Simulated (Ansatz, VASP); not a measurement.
## Mg in VASP and in Ansatz

```
CELL_PARAMETERS angstrom
0.00000 2.26192 2.26192
2.26192 0.00000 2.26192
2.26192 2.26192 0.00000
ATOMIC_POSITIONS crystal
Mg 0.00000 0.00000 0.00000
```

Alike in both runs: functional PBE; k mesh 16 × 16 × 16; occupations gaussian, width 0.1 eV; no spin polarisation.

Ansatz relaxed the structure, and its values are those at the end. VASP's run is a single point on that final structure, the one shown.

|  | VASP | Ansatz |
| --- | --- | --- |
| version | VASP 6.6.1 | Ansatz 0.2.0 |
| potentials or method | VASP PAW PBE potentials, release 64 (Mg), cutoff 520 eV | scalar-relativistic, plane waves, PAW |
| valence electrons in the cell | 2 | 10 |

|  | VASP | Ansatz | Ansatz less VASP |
| --- | --- | --- | --- |
| gap on the k mesh at the Fermi level (eV) | none | none | - |
| pressure (GPa) | -0.2 | 0.0 | +0.12 |

A gap of «none» marks a metal or a gap that the smearing closes. With one functional, cell and mesh, what is left measures potentials, basis and numerics. VASP's potentials hold 2 valence electrons a cell and Ansatz's 10, so a difference there can come from the potentials and not from the codes.
